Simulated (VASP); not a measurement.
# C (Fd-3m) in VASP: notebook

The runs below take C through single point, with r2SCAN, PBEsol.

Everything below comes from runs of VASP 6.6.1. Logs are shortened: lines on timing, memory, paths and dates and some standing lists are left out, and cuts for length are marked.

## Step 1: The cell of the first run

It takes space group Fd-3m (No. 227, cubic). Conventional cell: a = 3.567 Å, b = 3.567 Å, c = 3.567 Å, α = 90.00°, β = 90.00°, γ = 90.00°. Within 2.1 Å of C (site symmetry -43m) lie 4 C at 1.54 Å.

## Step 2: Single point, r2SCAN

POSCAR reads:

```
C
1.0
    0.0000000000      1.7833700000      1.7833700000
    1.7833700000      0.0000000000      1.7833700000
    1.7833700000      1.7833700000      0.0000000000
C
2
Direct
    0.7500000000      0.7500000000      0.7500000000
    0.5000000000      0.5000000000      0.5000000000
```

INCAR.step1 reads:

```
  PREC = Accurate
  ENCUT = 520
  ISMEAR = -1
  SIGMA = 0.05
  LREAL = F
  LASPH = T
  NELM = 80
  NBANDS = 11
  GGA = PE
  ALGO = Normal
  EDIFF = 1E-4
  LWAVE = T
  LCHARG = F
```

INCAR.step2 reads:

```
  PREC = Accurate
  ENCUT = 520
  EDIFF = 1E-6
  ISMEAR = -1
  SIGMA = 0.05
  LREAL = F
  LASPH = T
  NELM = 80
  ALGO = Normal
  ISIF = 2
  LWAVE = F
  LCHARG = F
  METAGGA = R2SCAN
  LMIXTAU = T
  NBANDS = 11
  ISTART = 1
```

KPOINTS reads:

```
Automatic mesh
0
Gamma
  7 7 7
```

Potentials or basis: VASP PAW PBE potentials, release 64 (C).

Launch:

```sh
> cat potpaw_PBE.64/C/POTCAR > POTCAR
> cp INCAR.step1 INCAR
> mpirun -np 1 vasp_std > vasp.out
> cp INCAR.step2 INCAR
> mpirun -np 1 vasp_std > vasp.out
```

OUTCAR:

```text
PREC = Accurate
   ENCUT = 520
   EDIFF = 1E-6
   ISMEAR = -1
   LREAL = F
   LASPH = T
   NELM = 80
   ISIF = 2
   METAGGA = R2SCAN
   ISTART = 1

 ion  position               nearest neighbor table
   1  0.750  0.750  0.750-   2 1.54   2 1.54   2 1.54   2 1.54
   2  0.500  0.500  0.500-   1 1.54   1 1.54   1 1.54   1 1.54

  LATTYP: Found a face centered cubic cell.
 ALAT       =     3.5667400000

  Lattice vectors:

 A1 = (   0.0000000000,   1.7833700000,   1.7833700000)
 A2 = (   1.7833700000,   0.0000000000,   1.7833700000)
 A3 = (   1.7833700000,   1.7833700000,   0.0000000000)

Analysis of symmetry for initial positions (statically):
=====================================================================
 Subroutine PRICEL returns:
 Original cell was already a primitive cell.

 Routine SETGRP: Setting up the symmetry group for a
 face centered cubic supercell.

 Subroutine GETGRP returns: Found 48 space group operations
 (whereof 24 operations were pure point group operations)
 out of a pool of 48 trial point group operations.

The static configuration has the point symmetry T_d .
 The point group associated with its full space group is O_h .

Analysis of symmetry for dynamics (positions and initial velocities):
=====================================================================
 Subroutine PRICEL returns:
 Original cell was already a primitive cell.

 Routine SETGRP: Setting up the symmetry group for a
 face centered cubic supercell.

 Subroutine GETGRP returns: Found 48 space group operations
 (whereof 24 operations were pure point group operations)
 out of a pool of 48 trial point group operations.

The dynamic configuration has the point symmetry T_d .
 The point group associated with its full space group is O_h .

 Subroutine INISYM returns: Found 48 space group operations
 (whereof 24 operations are pure point group operations),
 and found     1 'primitive' translations

----------------------------------------------------------------------------------------

                                     Primitive cell

  volume of cell :      11.3437

  direct lattice vectors                    reciprocal lattice vectors
     0.000000000  1.783370000  1.783370000    -0.280368067  0.280368067  0.280368067
     1.783370000  0.000000000  1.783370000     0.280368067 -0.280368067  0.280368067
     1.783370000  1.783370000  0.000000000     0.280368067  0.280368067 -0.280368067

  length of vectors
     2.522066041  2.522066041  2.522066041     0.485611737  0.485611737  0.485611737

  position of ions in fractional coordinates (direct lattice)
     0.750000000  0.750000000  0.750000000
     0.500000000  0.500000000  0.500000000

  ion indices of the primitive-cell ions
   primitive index   ion index
                 1           1
                 2           2

----------------------------------------------------------------------------------------

 KPOINTS: Automatic mesh

Automatic generation of k-mesh.
 Grid dimensions read from file:
 generate k-points for:    7    7    7

 Generating k-lattice:

  Cartesian coordinates                     Fractional coordinates (reciprocal lattice)
    -0.040052581  0.040052581  0.040052581     0.142857143  0.000000000  0.000000000
     0.040052581 -0.040052581  0.040052581     0.000000000  0.142857143  0.000000000
     0.040052581  0.040052581 -0.040052581     0.000000000  0.000000000  0.142857143

  Length of vectors
     0.069373105  0.069373105  0.069373105

  Shift w.r.t. Gamma in fractional coordinates (k-lattice)
     0.000000000  0.000000000  0.000000000

 Subroutine IBZKPT returns following result:
 ===========================================

 Found     20 irreducible k-points:

 Following reciprocal coordinates:
            Coordinates               Weight
  0.000000  0.000000  0.000000      1.000000
  0.142857  0.000000  0.000000      8.000000
  0.285714  0.000000  0.000000      8.000000
  0.428571  0.000000  0.000000      8.000000
  0.142857  0.142857  0.000000      6.000000
  0.285714  0.142857  0.000000     24.000000
[... 12 lines left out ...]
 -0.428571  0.428571  0.142857     24.000000
 -0.285714  0.428571  0.142857     24.000000
   k-points           NKPTS =     20   k-points in BZ     NKDIM =     20   number of bands    NBANDS=     11
   number of dos      NEDOS =    301   number of ions     NIONS =      2
   total plane-waves  NPLWV =   8000
   dimension x,y,z NGX =    20 NGY =   20 NGZ =   20
   dimension x,y,z NGXF=    40 NGYF=   40 NGZF=   40
   ions per type =               2
   NGX,Y,Z   is equivalent  to a cutoff of  13.18, 13.18, 13.18 a.u.
   NGXF,Y,Z  is equivalent  to a cutoff of  26.37, 26.37, 26.37 a.u.
 SYSTEM =  unknown system
   PREC   = accura    normal or accurate (medium, high low for compatibility)
   ISTART =      1    job   : 0-new  1-cont  2-samecut
   ICHARG =      0    charge: 1-file 2-atom 10-const
   ISPIN  =      1    spin polarized calculation?
   LNONCOLLINEAR =      F non collinear calculations
   LSORBIT =      F    spin-orbit coupling
   LASPH  =      T    aspherical Exc in radial PAW
   ENCUT  =  520.0 eV  38.22 Ry    6.18 a.u.   4.69  4.69  4.69*2*pi/ulx,y,z
   NELM   =     80;   NELMIN=  2; NELMDL=  0     # of ELM steps
   EDIFF  = 0.1E-05   stopping-criterion for ELM
   LREAL  =      F    real-space projection
   EDIFFG = 0.1E-04   stopping-criterion for IOM
   NSW    =      0    number of steps for IOM
   IBRION =     -1    ionic relax: 0-MD 1-quasi-New 2-CG
   NFREE  =      0    steps in history (QN), initial steepest desc. (CG)
   ISIF   =      2    stress and relaxation
   ISYM   =      2    0-nonsym 1-usesym 2-fastsym
   POTIM  = 0.5000    time-step for ionic-motion
   TEBEG  =    0.0;   TEEND  =   0.0 temperature during run
   PSTRESS=    0.0 pullay stress
   NELECT =       8.0000    total number of electrons
   NUPDOWN=      -1.0000    fix difference up-down
   EMIN   =  10.00;   EMAX   =-10.00  energy-range for DOS
   EFERMI =   0.00;   METHOD = LEGACY
   ISMEAR =    -1;   SIGMA  =   0.05  broadening in eV -4-tet -1-fermi 0-gaus
   EFERMI_NEDOS =   21; number of points for ismear=-14 and -15
   IALGO  =     38    algorithm
   IMIX   =      4    mixing-type and parameters
     AMIX     =   0.40;   BMIX     =  1.00
     AMIX_MAG =   1.60;   BMIX_MAG =  1.00
  volume/ion in A,a.u.               =       5.67        38.28
  Fermi-wavevector in a.u.,A,eV,Ry     =   1.457203  2.753714 28.891161  2.123440
  Thomas-Fermi vector in A             =   2.574032
   LORBIT       =      0    0 simple, 1 ext, 2 COOP (PROOUT), +10 PAW based schemes
   METAGGA = R2SCAN    functional components
   LHFCALC =     F    Hartree Fock is set to
   AEXX    =    0.0000 exact exchange contribution
   IVDW    =     0    specifies the selected vdW correction
   LEPSILON=     F    determine dielectric tensor
   LRPA    =     F    only Hartree local field effects (RPA)
 non-spin polarized calculation
  energy-cutoff  :      520.00
  volume of cell :       11.34
 maximum number of plane-waves:       314
   NGX =  9   NGY =  9   NGZ =  9

 number of electron       7.9999999 magnetization

 Free energy of the ion-electron system (eV)
  ---------------------------------------------------
  ext. energy  EPLUGINS =         0.00000000
  ---------------------------------------------------
  free energy    TOTEN  =       -19.65434512 eV

  energy without entropy =      -19.65434512  energy(sigma->0) =      -19.65434512

 E-fermi :  10.8314     XC(G=0): -14.2575

 val. band max:        9.7140175230   @ k =   0.0000   0.0000   0.0000
 cond. band min:      14.1817398838   @ k =   0.4286   0.4286   0.0000
 fundamental gap:      4.4677223608
 Fermi energy:        10.8313953498

 k-point     1 :       0.0000    0.0000    0.0000
  band No.  band energies     occupation
      1     -12.9818      2.00000
      2       9.7140      2.00000
      3       9.7140      2.00000
      4       9.7140      2.00000
      5      15.5493      0.00000
      6      15.5493      0.00000
      7      15.5493      0.00000
      8      23.5321      0.00000
      9      30.1065      0.00000
     10      37.1012      0.00000
     11      37.1012      0.00000

 k-point     2 :       0.1429    0.0000    0.0000
  band No.  band energies     occupation
      1     -12.3924      2.00000
      2       6.5319      2.00000
      3       8.8505      2.00000
      4       8.8505      2.00000
      5      16.6861      0.00000
      6      16.6861      0.00000
      7      17.1590      0.00000
      8      24.1227      0.00000
      9      30.9673      0.00000
     10      33.7655      0.00000
     11      33.7655      0.00000

 k-point     3 :       0.2857    0.0000    0.0000
  band No.  band energies     occupation
      1     -10.6526      2.00000
      2       1.4343      2.00000
      3       7.5692      2.00000
      4       7.5692      2.00000
      5      18.1652      0.00000
      6      18.1652      0.00000
      7      18.3996      0.00000
      8      25.4890      0.00000
      9      31.6930      0.00000
     10      33.2470      0.00000
     11      33.2470      0.00000

 k-point     4 :       0.4286    0.0000    0.0000
  band No.  band energies     occupation
      1      -7.9721      2.00000
      2      -3.1475      2.00000
      3       6.8317      2.00000
      4       6.8317      2.00000
      5      18.5750      0.00000
      6      18.5750      0.00000
      7      18.7994      0.00000
      8      26.3318      0.00000
      9      32.5148      0.00000
     10      35.6422      0.00000
     11      35.9945      0.00000
[... 183 lines left out ...]
 k-point    18 :      -0.4286    0.2857    0.1429
  band No.  band energies     occupation
      1      -6.5354      2.00000
      2      -1.9487      2.00000
      3       2.2973      2.00000
      4       4.4611      2.00000
      5      18.5531      0.00000
      6      19.9006      0.00000
      7      23.2954      0.00000
      8      24.8095      0.00000
      9      29.6538      0.00000
     10      34.1629      0.00000
     11      37.7023      0.00000

 k-point    19 :      -0.4286    0.4286    0.1429
  band No.  band energies     occupation
      1      -5.5459      2.00000
      2      -1.4127      2.00000
      3       1.7513      2.00000
      4       2.4588      2.00000
      5      17.0729      0.00000
      6      18.3622      0.00000
      7      24.1707      0.00000
      8      26.3960      0.00000
      9      32.1879      0.00000
     10      33.5142      0.00000
     11      41.0198      0.00000

 k-point    20 :      -0.2857    0.4286    0.1429
  band No.  band energies     occupation
      1      -4.2005      2.00000
      2      -2.3986      2.00000
      3       0.1488      2.00000
      4       2.7735      2.00000
      5      18.3032      0.00000
      6      22.1642      0.00000
      7      23.1504      0.00000
      8      24.0625      0.00000
      9      30.1150      0.00000
     10      33.9405      0.00000
     11      38.8679      0.00000

------------------------ aborting loop because EDIFF is reached ----------------------------------------

  FORCE on cell =-STRESS in cart. coord.  units (eV):
  Direction    XX          YY          ZZ          XY          YZ          ZX
  --------------------------------------------------------------------------------------
  -------------------------------------------------------------------------------------
  Total       -0.0930724     -0.0930724     -0.0930724     -0.0000000      0.0000000      0.0000000
  in kB      -13.1454981    -13.1454981    -13.1454981     -0.0000000      0.0000000      0.0000000
  external PRESSURE =     -13.1454981 kB  Pullay stress =       0.0000000 kB

 VOLUME and BASIS-vectors are now :
 -----------------------------------------------------------------------------
  energy-cutoff  :      520.00
  volume of cell :       11.34
      direct lattice vectors                 reciprocal lattice vectors
     0.000000000  1.783370000  1.783370000    -0.280368067  0.280368067  0.280368067
     1.783370000  0.000000000  1.783370000     0.280368067 -0.280368067  0.280368067
     1.783370000  1.783370000  0.000000000     0.280368067  0.280368067 -0.280368067

 POSITION                                       TOTAL-FORCE (eV/Angst)
 -----------------------------------------------------------------------------------
      2.67505      2.67505      2.67505        -0.000000     -0.000000     -0.000000
      1.78337      1.78337      1.78337         0.000000      0.000000      0.000000
 -----------------------------------------------------------------------------------
    total drift:                                0.000000     -0.000000      0.000000

  FREE ENERGIE OF THE ION-ELECTRON SYSTEM (eV)
  ---------------------------------------------------
  free  energy   TOTEN  =       -19.6543451234 eV

  energy  without entropy=      -19.6543451234  energy(sigma->0) =      -19.65434512
```

Wall time 14 s (1 thread of AMD EPYC 7R43 (Zen 3), shared host); peak memory 0.08 GiB.

What came out:

```
Free energy            : -19.6543 eV
Pressure               : -1.3 GPa
Band gap on the k mesh : 4.47 eV, indirect (least direct gap 5.84 eV)
```

Levels at points of the mesh, in eV from the valence-band top:
```csv
k point,band 1,band 2,band 3,band 4,band 5,band 6,band 7,band 8
"(0.00, 0.00, 0.00)",-22.70,0.00,0.00,0.00,5.84,5.84,5.84,13.82
```

Caveat: the k points lie up to 0.44 Å⁻¹ apart; the PAW data sets were made with another functional, which shifts forces and pressure a little.

## Step 3: Single point, PBEsol

This run uses another cell than the first one, of 5.38 Å³/atom, 0.949 times its volume.

INCAR reads:

```
SYSTEM = C
  PREC = Accurate
  ENCUT = 520
  EDIFF = 1E-6
  ISMEAR = -1
  SIGMA = 0.05
  LREAL = .FALSE.
  LASPH = .TRUE.
  NELM = 60
  ALGO = Normal
  ISIF = 2
  LWAVE = .FALSE.
  LCHARG = .FALSE.
  GGA = PS
  NBANDS = 11
```

KPOINTS reads:

```
Automatic mesh
0
G
  13 13 13
  0 0 0
```

POSCAR reads:

```
C
1.0
    0.0000000000      1.7526620072      1.7526620072
    1.7526620072      0.0000000000      1.7526620072
    1.7526620072      1.7526620072      0.0000000000
C
2
Direct
    0.7500000000      0.7500000000      0.7500000000
    0.5000000000      0.5000000000      0.5000000000
```

Potentials or basis: VASP PAW PBE potentials, release 64 (C).

Launch:

```sh
> cat potpaw_PBE.64/C/POTCAR > POTCAR
> mpirun -np 1 vasp_std > vasp.out
```

Run time: 8.1 s. Hardware: 1 thread of AMD EPYC 7R43 (Zen 3), shared host; peak memory 0.08 GiB.

It converged, with:

- Free energy: -19.2183 eV
- Pressure: 21.3 GPa
- Band gap on the k mesh: 4.13 eV, indirect (least direct gap 5.68 eV)

Levels at points of the mesh, in eV from the valence-band top:
| k point | band 1 | band 2 | band 3 | band 4 | band 5 | band 6 | band 7 | band 8 |
| --- | --- | --- | --- | --- | --- | --- | --- | --- |
| (0.00, 0.00, 0.00) | -22.23 | 0.00 | 0.00 | 0.00 | 5.68 | 5.68 | 5.68 | 14.58 |

Caveat: the PAW data sets were made with another functional, which shifts forces and pressure a little.

## Step 4: Single point, PBEsol

This run uses another cell than the first one, of 5.28 Å³/atom, 0.932 times its volume.

INCAR reads:

```
PREC = Accurate ; ENCUT = 520
EDIFF = 1E-6 ; ISMEAR = -1
SIGMA = 0.05 ; LREAL = F
LASPH = T ; NELM = 100
ALGO = Normal ; ISIF = 2
LWAVE = F ; LCHARG = T
GGA = PS ; LELF = T
LVHAR = T ; NBANDS = 11
```

KPOINTS reads:

```
Automatic mesh
0
Gamma
  13 13 13
```

POSCAR reads:

```
C
1.0
    0.0000000000      1.7418536078      1.7418536078
    1.7418536078      0.0000000000      1.7418536078
    1.7418536078      1.7418536078      0.0000000000
C
2
Direct
    0.7500000000      0.7500000000      0.7500000000
    0.5000000000      0.5000000000      0.5000000000
```

Launch:

```sh
> cat potpaw_PBE.64/C/POTCAR > POTCAR
> mpirun -np 1 vasp_std > vasp.out
```

It took 8.1 s on 1 thread of AMD EPYC 7R43 (Zen 3), shared host; peak memory 0.08 GiB.

Results (log left out):

* Free energy: -19.1855 eV
* Pressure: 31.4 GPa
* Band gap on the k mesh: 4.17 eV, indirect (least direct gap 5.73 eV)

Levels at points of the mesh, in eV from the valence-band top:
| k point | band 1 | band 2 | band 3 | band 4 | band 5 | band 6 | band 7 | band 8 |
| --- | --- | --- | --- | --- | --- | --- | --- | --- |
| (0.00, 0.00, 0.00) | -22.50 | 0.00 | 0.00 | 0.00 | 5.73 | 5.73 | 5.73 | 15.01 |

Caveat: the PAW data sets were made with another functional, which shifts forces and pressure a little.

(Part 1 of 2 ends here.)
